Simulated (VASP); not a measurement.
Here is a VASP 6.6.1 calculation.

INCAR

```
PREC = Accurate
ENCUT = 600
EDIFF = 1E-7
ISMEAR = 0
SIGMA = 0.02
LREAL = False
LASPH = True
NELM = 80
ALGO = Normal
ISIF = 4
LWAVE = False
LCHARG = False
GGA = CA
IBRION = 2
NSW = 50
EDIFFG = -0.01
```

Contents of KPOINTS:

```
regular mesh
0
Gamma
  8 8 6
```

The input POSCAR:

```
TiO2
1.0
    2.5993154029     -2.5993593907     -0.0195280389
    2.5993154029      2.5993593907     -0.0195280389
   -2.5657719816      0.0000000000      4.4711794610
Ti O
2 4
Direct
    0.1250097724      0.8749902276      0.2500000000
    0.8749902276      0.1250097724      0.7500000000
    0.3396763601      0.0896930364      0.6793613189
    0.6603236399      0.9103069636      0.3206386811
    0.9103069636      0.6603236399      0.8206386811
    0.0896930364      0.3396763601      0.1793613189
```

Potentials or basis: VASP PAW LDA potentials, release 64 (Ti_sv, O).

Command:

```console
$ cat potpaw_LDA.64/Ti_sv/POTCAR potpaw_LDA.64/O/POTCAR > POTCAR
$ mpirun -np 1 vasp_std > vasp.out
```

Task: Estimate the band gap on the k mesh.

Result: 1.78 eV (least direct gap 2.39 eV).

Final structure:
```cif
data_structure
_symmetry_space_group_name_H-M 'P 1'
_symmetry_Int_Tables_number 1
_cell_length_a 3.7114
_cell_length_b 3.7114
_cell_length_c 5.0952
_cell_angle_alpha 111.359
_cell_angle_beta 111.359
_cell_angle_gamma 90.000
_cell_volume 60.16
loop_
_atom_site_label
_atom_site_type_symbol
_atom_site_fract_x
_atom_site_fract_y
_atom_site_fract_z
_atom_site_occupancy
Ti1 Ti 0.12500 0.87500 0.25000 1
Ti2 Ti 0.87500 0.12500 0.75000 1
O1 O 0.34456 0.09459 0.68914 1
O2 O 0.65544 0.90541 0.31086 1
O3 O 0.90541 0.65544 0.81086 1
O4 O 0.09459 0.34456 0.18914 1
```

A k mesh can miss the band edges.
